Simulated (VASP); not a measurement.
# Te2Mo (P-6m2) in VASP: a series of runs, part 2 of 2

VASP 6.6.1.

## Step 3: Single point, LDA

File INCAR:

```
SYSTEM = Te2Mo
PREC = Accurate ; ENCUT = 520
EDIFF = 1E-6 ; ISMEAR = 0
SIGMA = 0.02 ; LREAL = .FALSE.
LASPH = .TRUE. ; NELM = 60
ALGO = Normal ; ISIF = 2
LWAVE = .FALSE. ; LCHARG = .FALSE.
NBANDS = 20
```

File KPOINTS:

```
regular mesh
0
G
  12 12 2
  0 0 0
```

File POSCAR:

```
Te2Mo
1.0
    3.4490119558      0.0000000000      0.0000000000
   -1.7245059779      2.9869319717      0.0000000000
    0.0000000000      0.0000000000      7.6364026260
Te Mo
2 1
Direct
    0.3333333333      0.6666666667      0.7642326736
    0.3333333333      0.6666666667      0.2357673264
    0.0000000000      0.0000000000      0.0000000000
```

Potentials or basis: VASP PAW LDA potentials, release 64 (Te, Mo_sv).

The run is started by

```bash
> cat potpaw_LDA.64/Te/POTCAR potpaw_LDA.64/Mo_sv/POTCAR > POTCAR
> mpirun -np 1 vasp_std > vasp.out
```

OUTCAR:

```text
SYSTEM = Te2Mo
   PREC = Accurate
   ENCUT = 520
   EDIFF = 1E-6
   ISMEAR = 0
   LREAL = .FALSE.
   LASPH = .TRUE.
   NELM = 60
   ISIF = 2

 ion  position               nearest neighbor table
   1  0.333  0.667  0.764-   3 2.68   3 2.68   3 2.68   2 3.60
   2  0.333  0.667  0.236-   3 2.68   3 2.68   3 2.68   1 3.60
   3  0.000  0.000  0.000-   1 2.68   2 2.68   1 2.68   2 2.68   1 2.68   2 2.68

  LATTYP: Found a hexagonal cell.
 ALAT       =     3.4490119558
 C/A-ratio  =     2.2140841272

  Lattice vectors:

[... 195 lines left out ...]
      6      -4.6528      2.00000
[... 541 lines left out ...]
     19      13.5893      0.00000
     20      14.5556      0.00000

 [... further k-points ...]
[... 5 lines left out ...]
  --------------------------------------------------------------------------------------
  -------------------------------------------------------------------------------------
  Total        0.5938582      0.5938582      0.7007773      0.0000000     -0.0000000      0.0000000
  in kB       12.0944040     12.0944040     14.2718984      0.0000000     -0.0000000      0.0000000
  external PRESSURE =      12.8202355 kB  Pullay stress =       0.0000000 kB

 VOLUME and BASIS-vectors are now :
 -----------------------------------------------------------------------------
  energy-cutoff  :      520.00
  volume of cell :       78.67
      direct lattice vectors                 reciprocal lattice vectors
     3.449011956  0.000000000  0.000000000     0.289938108  0.167395845  0.000000000
    -1.724505978  2.986931972  0.000000000     0.000000000  0.334791689  0.000000000
     0.000000000  0.000000000  7.636402626     0.000000000  0.000000000  0.130951712

 POSITION                                       TOTAL-FORCE (eV/Angst)
 -----------------------------------------------------------------------------------
     -0.00000      1.99129      5.83599         0.000000      0.000000     -0.059538
     -0.00000      1.99129      1.80041        -0.000000      0.000000      0.059538
      0.00000      0.00000      0.00000         0.000000     -0.000000      0.000000
 -----------------------------------------------------------------------------------
    total drift:                                0.000000     -0.000000     -0.000000

  FREE ENERGIE OF THE ION-ELECTRON SYSTEM (eV)
  ---------------------------------------------------
  free  energy   TOTEN  =       -20.5084455105 eV

  energy  without entropy=      -20.5084455105  energy(sigma->0) =      -20.50844551
```

OSZICAR:

```text
N       E                     dE             d eps       ncg     rms          rms(c)
DAV:   1     0.169061759878E+03    0.16906E+03   -0.12227E+04  1600   0.116E+03
DAV:   2    -0.136624942512E+02   -0.18272E+03   -0.17698E+03  1844   0.287E+02
DAV:   3    -0.210817450005E+02   -0.74193E+01   -0.73233E+01  1864   0.515E+01
DAV:   4    -0.212090100222E+02   -0.12727E+00   -0.12720E+00  1972   0.686E+00
DAV:   5    -0.212103560189E+02   -0.13460E-02   -0.13460E-02  1852   0.684E-01    0.171E+01
DAV:   6    -0.207288047906E+02    0.48155E+00   -0.31018E+00  1600   0.112E+01    0.632E+00
DAV:   7    -0.206450753905E+02    0.83729E-01   -0.22974E+00  1572   0.773E+00    0.427E+00
DAV:   8    -0.205100290291E+02    0.13505E+00   -0.62461E-01  1616   0.456E+00    0.128E+00
DAV:   9    -0.205096646346E+02    0.36439E-03   -0.32579E-02  1728   0.949E-01    0.527E-01
DAV:  10    -0.205084399743E+02    0.12247E-02   -0.83494E-03  1648   0.629E-01    0.123E-01
DAV:  11    -0.205084606482E+02   -0.20674E-04   -0.35279E-04  1724   0.120E-01    0.643E-02
DAV:  12    -0.205084465522E+02    0.14096E-04   -0.39161E-05  1680   0.408E-02    0.364E-02
DAV:  13    -0.205084456235E+02    0.92874E-06   -0.26043E-05  1656   0.313E-02    0.111E-02
DAV:  14    -0.205084455105E+02    0.11300E-06   -0.14029E-06  1128   0.808E-03
   1 F= -.20508446E+02 E0= -.20508446E+02  d E =-.476663E-15
```

stdout:

```text
POSCAR found type information on POSCAR TeMo
 POSCAR found :  2 types and       3 ions
 scaLAPACK will be used
 LDA part: xc-table for (Slater(with rela. corr.)+CA(PZ))
 , standard interpolation
 POSCAR, INCAR and KPOINTS ok, starting setup
 FFT: planning ... GRIDC
 FFT: planning ... GRID_SOFT
 FFT: planning ... GRID
 WAVECAR not read
 entering main loop
```

Wall time 49 s (1 thread of Intel Xeon 6975P-C, shared host); peak memory 0.21 GiB.

What came out:

```yaml
Free_energy: -20.5084 eV
Pressure: 1.3 GPa
Largest_force: 0.060 eV/Å
Band_gap_on_the_k_mesh: 0.96 eV, indirect (least direct gap 1.25 eV)
```

Forces on the atoms (eV/Å):
```
Te   0.000  0.000 -0.060
Te   0.000  0.000  0.060
Mo   0.000  0.000  0.000
```

Stress tensor (GPa, compression positive):
```
1.21 0.00 0.00
0.00 1.21 0.00
0.00 0.00 1.43
```

Levels at points of the mesh, in eV from the valence-band top:
| k point | band 10 | band 11 | band 12 | band 13 | band 14 | band 15 | band 16 | band 17 |
| --- | --- | --- | --- | --- | --- | --- | --- | --- |
| (0.00, 0.00, 0.00) | -1.10 | -1.05 | -0.84 | -0.84 | 3.43 | 3.43 | 3.63 | 3.63 |
| (0.50, 0.00, 0.00) | -2.35 | -1.38 | -1.04 | -0.20 | 1.57 | 1.66 | 3.54 | 3.93 |
| (0.00, 0.00, 0.50) | -1.67 | -0.85 | -0.85 | -0.26 | 3.32 | 3.32 | 3.76 | 3.76 |
| (0.50, 0.00, 0.50) | -2.38 | -2.22 | -0.61 | -0.11 | 1.59 | 1.98 | 2.88 | 3.77 |

Caveat: spin-orbit coupling is left out, which moves the levels of the heavy elements. LDA gaps usually lie below the measured ones, often by a third to a half.

## Step 4: Single point, LDA

This run uses another cell than the first one, of 22.32 Å³/atom, 0.851 times its volume.

File INCAR:

```
ALGO = Normal
EDIFF = 1E-6
ENCUT = 520
ISIF = 2
ISMEAR = 0
LASPH = T
LCHARG = F
LREAL = F
LWAVE = F
NBANDS = 20
NELM = 80
PREC = Accurate
SIGMA = 0.02
```

File KPOINTS:

```
k-points
0
Gamma
  12 12 4
```

File POSCAR:

```
Te2Mo
1.0
    3.3039697012      0.0000000000      0.0000000000
   -1.6519848506      2.8613216946      0.0000000000
    0.0000000000      0.0000000000      7.0832256881
Te Mo
2 1
Direct
    0.3333333333      0.6666666667      0.7420497336
    0.3333333333      0.6666666667      0.2579502664
    0.0000000000      0.0000000000      0.0000000000
```

The run is started by

```bash
> cat potpaw_LDA.64/Te/POTCAR potpaw_LDA.64/Mo_sv/POTCAR > POTCAR
> mpirun -np 1 vasp_std > vasp.out
```

Wall time 67 s (1 thread of Intel Xeon 6975P-C, shared host); peak memory 0.21 GiB.

The run converged. Its results:

| Item | Value |
| --- | --- |
| Free energy | -20.1220 eV |
| Pressure | 12.5 GPa |
| Largest force | 0.058 eV/Å |
| Band gap on the k mesh | 0.31 eV, indirect (least direct gap 0.73 eV) |

Forces on the atoms (eV/Å):
```
Te   0.000  0.000 -0.058
Te   0.000  0.000  0.058
Mo   0.000  0.000  0.000
```

Stress tensor (GPa, compression positive):
```
12.38  0.00  0.00
 0.00 12.38  0.00
 0.00  0.00 12.63
```

Levels at points of the mesh, in eV from the valence-band top:
```csv
k point,band 11,band 12,band 13,band 14,band 15,band 16
"(0.00, 0.00, 0.00)",-1.16,-0.94,-0.94,3.72,3.72,3.78
"(0.50, 0.00, 0.00)",-1.76,-1.57,-0.30,1.05,1.65,3.57
"(0.00, 0.00, 0.50)",-0.97,-0.97,-0.64,3.43,3.43,4.13
"(0.50, 0.00, 0.50)",-2.71,-0.68,0.00,1.69,1.98,2.31
```

Caveat: spin-orbit coupling is left out, which moves the levels of the heavy elements.
